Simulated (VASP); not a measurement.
# CuO (P4/mmm) in VASP: a series of runs

The runs below take CuO through relaxation of cell and atoms, single point, with PBEsol, PBE+D3(BJ), PBE+D4.

Program: VASP 6.6.1. These are calculated values, not measurements. Logs are shortened: lines on timing, memory, paths and dates and some standing lists are left out, and cuts for length are marked.

### Step 1. The cell of the first run

The structure is tetragonal, space group P4/mmm (No. 123). Conventional cell: a = 4.161 Å, b = 4.161 Å, c = 3.888 Å, α = 90.00°, β = 90.00°, γ = 90.00°. Cu (site symmetry mmm) has 4 O at 1.94 to 2.08 Å within 2.6 Å. Within 2.6 Å of Cu (site symmetry 4/mmm) lie 6 O at 1.94 to 2.08 Å. Within 2.6 Å of O (site symmetry 4/mmm) lie 6 Cu at 1.94 to 2.08 Å. Within 2.6 Å of O (site symmetry mmm) lie 4 Cu at 1.94 to 2.08 Å.

### Step 2. Relaxation of cell and atoms, PBEsol

INCAR reads:

```
PREC = Accurate
ENCUT = 600
EDIFF = 1E-7
ISMEAR = -1
SIGMA = 0.05
LREAL = F
LASPH = T
NELM = 80
ALGO = Normal
ISIF = 3
LWAVE = F
LCHARG = F
GGA = PS
IBRION = 2
NSW = 60
EDIFFG = -0.01
```

KPOINTS reads:

```
regular mesh
0
Gamma
  7 7 7
```

POSCAR reads:

```
CuO
1.0
    4.1609370000      0.0000000000      0.0000000000
    0.0000000000      4.1609370000      0.0000000000
    0.0000000000      0.0000000000      3.8876430000
Cu O
3 3
Direct
    0.5000000000      0.0000000000      0.5000000000
    0.0000000000      0.5000000000      0.5000000000
    0.0000000000      0.0000000000      0.0000000000
    0.0000000000      0.0000000000      0.5000000000
    0.5000000000      0.0000000000      0.0000000000
    0.0000000000      0.5000000000      0.0000000000
```

Potentials or basis: VASP PAW PBE potentials, release 64 (Cu, O).

Started as:

```bash
$ cat potpaw_PBE.64/Cu/POTCAR potpaw_PBE.64/O/POTCAR > POTCAR
$ mpirun -np 1 vasp_std > vasp.out
```

OUTCAR:

```text
PREC = Accurate
   ENCUT = 600
   EDIFF = 1E-7
   ISMEAR = -1
   LREAL = F
   LASPH = T
   NELM = 80
   ISIF = 3
   GGA = PS
   IBRION = 2
   NSW = 60
   EDIFFG = -0.01

 ion  position               nearest neighbor table
   1  0.500  0.000  0.500-   5 1.94   5 1.94   4 2.08   4 2.08
   2  0.000  0.500  0.500-   6 1.94   6 1.94   4 2.08   4 2.08
   3  0.000  0.000  0.000-   4 1.94   4 1.94   6 2.08   5 2.08   6 2.08   5 2.08
   4  0.000  0.000  0.500-   3 1.94   3 1.94   1 2.08   2 2.08   2 2.08   1 2.08
   5  0.500  0.000  0.000-   1 1.94   1 1.94   3 2.08   3 2.08
   6  0.000  0.500  0.000-   2 1.94   2 1.94   3 2.08   3 2.08

  LATTYP: Found a simple tetragonal cell.
 ALAT       =     4.1609370000
 C/A-ratio  =     0.9343191209

  Lattice vectors:

 A1 = (   4.1609370000,   0.0000000000,   0.0000000000)
 A2 = (   0.0000000000,   4.1609370000,   0.0000000000)
 A3 = (   0.0000000000,   0.0000000000,   3.8876430000)

Analysis of symmetry for initial positions (statically):
=====================================================================
 Subroutine PRICEL returns:
 Original cell was already a primitive cell.

 Routine SETGRP: Setting up the symmetry group for a
 simple tetragonal supercell.

 Subroutine GETGRP returns: Found 16 space group operations
 (whereof 16 operations were pure point group operations)
 out of a pool of 16 trial point group operations.

The static configuration has the point symmetry D_4h.

Analysis of symmetry for dynamics (positions and initial velocities):
=====================================================================
 Subroutine PRICEL returns:
 Original cell was already a primitive cell.

 Routine SETGRP: Setting up the symmetry group for a
 simple tetragonal supercell.

 Subroutine GETGRP returns: Found 16 space group operations
 (whereof 16 operations were pure point group operations)
 out of a pool of 16 trial point group operations.

The dynamic configuration has the point symmetry D_4h.

 Subroutine INISYM returns: Found 16 space group operations
 (whereof 16 operations are pure point group operations),
 and found     1 'primitive' translations

----------------------------------------------------------------------------------------

                                     Primitive cell

  volume of cell :      67.3083

  direct lattice vectors                    reciprocal lattice vectors
     4.160937000  0.000000000  0.000000000     0.240330483  0.000000000  0.000000000
     0.000000000  4.160937000  0.000000000     0.000000000  0.240330483  0.000000000
     0.000000000  0.000000000  3.887643000     0.000000000  0.000000000  0.257225265

  length of vectors
     4.160937000  4.160937000  3.887643000     0.240330483  0.240330483  0.257225265

  position of ions in fractional coordinates (direct lattice)
     0.500000000  0.000000000  0.500000000
     0.000000000  0.500000000  0.500000000
     0.000000000  0.000000000  0.000000000
     0.000000000  0.000000000  0.500000000
     0.500000000  0.000000000  0.000000000
     0.000000000  0.500000000  0.000000000

  ion indices of the primitive-cell ions
   primitive index   ion index
                 1           1
                 2           2
                 3           3
                 4           4
                 5           5
                 6           6

----------------------------------------------------------------------------------------

 KPOINTS: regular mesh

Automatic generation of k-mesh.
 Grid dimensions read from file:
 generate k-points for:    7    7    7

 Generating k-lattice:

  Cartesian coordinates                     Fractional coordinates (reciprocal lattice)
     0.034332926  0.000000000  0.000000000     0.142857143  0.000000000  0.000000000
     0.000000000  0.034332926  0.000000000     0.000000000  0.142857143  0.000000000
     0.000000000  0.000000000  0.036746466     0.000000000  0.000000000  0.142857143

  Length of vectors
     0.034332926  0.034332926  0.036746466

  Shift w.r.t. Gamma in fractional coordinates (k-lattice)
     0.000000000  0.000000000  0.000000000

 Subroutine IBZKPT returns following result:
 ===========================================

 Found     40 irreducible k-points:

 Following reciprocal coordinates:
            Coordinates               Weight
  0.000000  0.000000  0.000000      1.000000
  0.142857  0.000000  0.000000      4.000000
  0.285714  0.000000  0.000000      4.000000
  0.428571  0.000000  0.000000      4.000000
  0.142857  0.142857  0.000000      4.000000
  0.285714  0.142857  0.000000      8.000000
[... 16 lines left out ...]
  0.285714  0.000000  0.285714      8.000000
  0.428571  0.000000  0.285714      8.000000
 [... further k-points ...]
   k-points           NKPTS =     40   k-points in BZ     NKDIM =     40   number of bands    NBANDS=     30
   number of dos      NEDOS =    301   number of ions     NIONS =      6
   total plane-waves  NPLWV =  41472
   dimension x,y,z NGX =    36 NGY =   36 NGZ =   32
   dimension x,y,z NGXF=    72 NGYF=   72 NGZF=   64
   ions per type =               3   3
   NGX,Y,Z   is equivalent  to a cutoff of  14.38, 14.38, 13.68 a.u.
   NGXF,Y,Z  is equivalent  to a cutoff of  28.77, 28.77, 27.37 a.u.
 SYSTEM =  unknown system
   PREC   = accura    normal or accurate (medium, high low for compatibility)
   ISTART =      0    job   : 0-new  1-cont  2-samecut
   ICHARG =      2    charge: 1-file 2-atom 10-const
   ISPIN  =      1    spin polarized calculation?
   LNONCOLLINEAR =      F non collinear calculations
   LSORBIT =      F    spin-orbit coupling
   LASPH  =      T    aspherical Exc in radial PAW
   ENCUT  =  600.0 eV  44.10 Ry    6.64 a.u.   8.31  8.31  7.76*2*pi/ulx,y,z
   NELM   =     80;   NELMIN=  2; NELMDL= -5     # of ELM steps
   EDIFF  = 0.1E-06   stopping-criterion for ELM
   LREAL  =      F    real-space projection
   EDIFFG = -.1E-01   stopping-criterion for IOM
   NSW    =     60    number of steps for IOM
   IBRION =      2    ionic relax: 0-MD 1-quasi-New 2-CG
   NFREE  =      1    steps in history (QN), initial steepest desc. (CG)
   ISIF   =      3    stress and relaxation
   ISYM   =      2    0-nonsym 1-usesym 2-fastsym
   POTIM  = 0.5000    time-step for ionic-motion
   TEBEG  =    0.0;   TEEND  =   0.0 temperature during run
   PSTRESS=    0.0 pullay stress
   NELECT =      51.0000    total number of electrons
   NUPDOWN=      -1.0000    fix difference up-down
   EMIN   =  10.00;   EMAX   =-10.00  energy-range for DOS
   EFERMI =   0.00;   METHOD = LEGACY
   ISMEAR =    -1;   SIGMA  =   0.05  broadening in eV -4-tet -1-fermi 0-gaus
   EFERMI_NEDOS =   21; number of points for ismear=-14 and -15
   IALGO  =     38    algorithm
   IMIX   =      4    mixing-type and parameters
     AMIX     =   0.40;   BMIX     =  1.00
     AMIX_MAG =   1.60;   BMIX_MAG =  1.00
  volume/ion in A,a.u.               =      11.22        75.70
  Fermi-wavevector in a.u.,A,eV,Ry     =   1.492481  2.820379 30.306951  2.227498
  Thomas-Fermi vector in A             =   2.605003
   LORBIT       =      0    0 simple, 1 ext, 2 COOP (PROOUT), +10 PAW based schemes
   GGA     = PS    functional components
   LHFCALC =     F    Hartree Fock is set to
   AEXX    =    0.0000 exact exchange contribution
   IVDW    =     0    specifies the selected vdW correction
   LEPSILON=     F    determine dielectric tensor
   LRPA    =     F    only Hartree local field effects (RPA)
 conjugate gradient relaxation of ions
 non-spin polarized calculation
  energy-cutoff  :      600.00
  volume of cell :       67.31
 maximum number of plane-waves:      2268
 NGX is ok and might be reduce to    36
   NGX = 17   NGY = 17   NGZ = 15

--------------------------------------- Ionic step        1  -------------------------------------------

 number of electron      51.0000019 magnetization

 Free energy of the ion-electron system (eV)
  ---------------------------------------------------
  ext. energy  EPLUGINS =         0.00000000
  ---------------------------------------------------
  free energy    TOTEN  =       -30.56511182 eV

  energy without entropy =      -30.53358443  energy(sigma->0) =      -30.54934813

------------------------ aborting loop because EDIFF is reached ----------------------------------------

  FORCE on cell =-STRESS in cart. coord.  units (eV):
  Direction    XX          YY          ZZ          XY          YZ          ZX
  --------------------------------------------------------------------------------------
  -------------------------------------------------------------------------------------
  Total       -1.6573856     -1.6573856     -3.0178095      0.0000000      0.0000000      0.0000000
  in kB      -39.4516790    -39.4516790    -71.8346115      0.0000000      0.0000000      0.0000000
  external PRESSURE =     -50.2459899 kB  Pullay stress =       0.0000000 kB
[... 225 lines left out ...]
  energy  without entropy=      -30.5716686275  energy(sigma->0) =      -30.58629572

--------------------------------------- Ionic step        7  -------------------------------------------

 number of electron      50.9999974 magnetization

 Free energy of the ion-electron system (eV)
  ---------------------------------------------------
  ext. energy  EPLUGINS =         0.00000000
  ---------------------------------------------------
  free energy    TOTEN  =       -30.60105400 eV

  energy without entropy =      -30.57157641  energy(sigma->0) =      -30.58631521

 E-fermi :   4.3977     XC(G=0): -11.6379

 val. band max:        4.3821352084   @ k =   0.4286   0.2857   0.2857
 cond. band min:       4.4513409630   @ k =   0.2857   0.2857   0.0000
 fundamental gap:      0.0692057546
 Fermi energy:         4.3976540729

 k-point     1 :       0.0000    0.0000    0.0000
  band No.  band energies     occupation
      1     -15.6324      2.00000
      2     -13.5033      2.00000
      3     -13.0370      2.00000
      4      -1.8214      2.00000
      5      -1.6722      2.00000
      6      -1.6722      2.00000
[... 781 lines left out ...]
     29      10.0247      0.00000
     30      12.3616      0.00000

 [... further k-points ...]

------------------------ aborting loop because EDIFF is reached ----------------------------------------

  FORCE on cell =-STRESS in cart. coord.  units (eV):
  Direction    XX          YY          ZZ          XY          YZ          ZX
  --------------------------------------------------------------------------------------
  -------------------------------------------------------------------------------------
  Total        0.0165138      0.0165138      0.0514579      0.0000000      0.0000000      0.0000000
  in kB        0.4072933      0.4072933      1.2691452      0.0000000      0.0000000      0.0000000
  external PRESSURE =       0.6945773 kB  Pullay stress =       0.0000000 kB
[... 21 lines left out ...]
  FREE ENERGIE OF THE ION-ELECTRON SYSTEM (eV)
  ---------------------------------------------------
  free  energy   TOTEN  =       -30.6010539984 eV

  energy  without entropy=      -30.5715764141  energy(sigma->0) =      -30.58631521

 reached required accuracy - stopping structural energy minimisation
```

Wall time 10 min (1 thread of Intel Xeon 6975P-C, shared host); peak memory 0.25 GiB.

What came out:

```
Free energy                            : -30.6011 eV
Relaxed volume                         : 10.83 Å³/atom
Relaxed cell                           : a = 4.108 Å, b = 4.108 Å, c = 3.849 Å, α = 90.00°, β = 90.00°, γ = 90.00°
Space group after relaxing (to 0.05 Å) : P4/mmm (No. 123)
Energy gained by relaxing              : 6.0 meV/atom
Ionic steps                            : 7
Pressure after relaxing                : 0.1 GPa
```

The path:
```tsv
step	energy change (eV)	largest force (eV/Å)	pressure (GPa)	volume (Å³)
1	0.0000	0.0000	-5.02	67.31
2	-0.0138	0.0000	4.00	63.94
3	-0.0343	0.0000	-0.20	65.37
4	-0.0343	0.0000	-0.10	65.33
5	-0.0353	0.0000	-0.01	65.20
6	-0.0358	0.0000	0.12	64.88
7	-0.0359	0.0000	0.07	64.96
```

Final structure:
```
Cu O
1.0
     4.10802    0.00000    0.00000
     0.00000    4.10802    0.00000
     0.00000    0.00000    3.84933
Cu O
3 3
Direct
  0.50000 0.00000 0.50000
  0.00000 0.50000 0.50000
  0.00000 0.00000 0.00000
  0.00000 0.00000 0.50000
  0.50000 0.00000 0.00000
  0.00000 0.50000 0.00000
```

Caveat: the PAW data sets were made with another functional, which shifts forces and pressure a little; an odd number of electrons without spin polarisation forces a metal; a magnetic or distorted state may lie lower; semilocal functionals often make such compounds metallic where correlation or magnetic order opens a gap, which also shifts bond lengths. With open d or f shells a metallic result of PBEsol can be an artefact of self-interaction; +U or a hybrid may open a gap.

(Continued in part 2 of 2.)
